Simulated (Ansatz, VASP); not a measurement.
# Two plane-wave programs on Hg

The input INCAR:

```
SYSTEM = Hg
PREC = Accurate
ENCUT = 520
EDIFF = 1E-6
ISMEAR = 0
SIGMA = 0.05
LREAL = .False.
LASPH = .True.
NELM = 60
ALGO = Normal
ISIF = 2
LWAVE = .False.
LCHARG = .False.
GGA = PS
NBANDS = 12
```

KPOINTS

```
regular mesh
0
Gamma
  10 10 4
  0 0 0
```

File POSCAR:

```
Hg
1.0
    3.1443716016      0.0006123069     -0.0000002206
    1.5712170763      2.7270181807      0.0000029501
    0.0084914918      1.7398225574      8.8300372862
Hg
1
Direct
    0.5000000000      0.0000000000      0.0000000000
```

Input for Ansatz:

```yaml
crystal:
  lattice:
    - [3.1443716016, 0.0006123069, -2.206e-07]
    - [1.5712170763, 2.7270181807, 2.9501e-06]
    - [0.0084914918, 1.7398225574, 8.8300372862]
  atoms:
    - { symbol: Hg, position: [0.5, 0.0, 0.0] }
basis:
  ecutwfc: 420
kpoints:
  mp_grid: { grid: [10, 10, 4] }
hamiltonian:
  xc: pbesol
scf:
  occupations: { method: gaussian, width: 0.05 }
output:
  forces: true
  stress: true
  eigenvalues: true
```

Change from the starting cell: strain -0.025 along x and y, +0.025 along z, atoms carried along.

Alike in both runs: task single point; functional PBEsol; k mesh 10 × 10 × 4; occupations gaussian, width 0.05 eV; no spin polarisation.

```csv
,VASP,Ansatz
version,VASP 6.6.1,Ansatz 0.2.0
potentials or method,"VASP PAW PBE potentials, release 64 (Hg), cutoff 520 eV","scalar-relativistic, plane waves, PAW"
valence electrons in the cell,12,20
```

```tsv
	VASP	Ansatz	Ansatz less VASP
gap on the k mesh at the Fermi level (eV)	0.40	0.39	-0.010
least direct gap on the mesh (eV)	0.64	0.62	-0.015
pressure (GPa)	0.5	0.4	-0.05
traceless stress, the component that is largest in VASP (GPa)	-0.52	-0.44	+0.082
```

VASP's potentials were made for PBE, not for PBEsol. VASP's potentials hold 12 valence electrons a cell and Ansatz's 20, so a difference there can come from the potentials and not from the codes.

Spin-orbit coupling is off throughout.
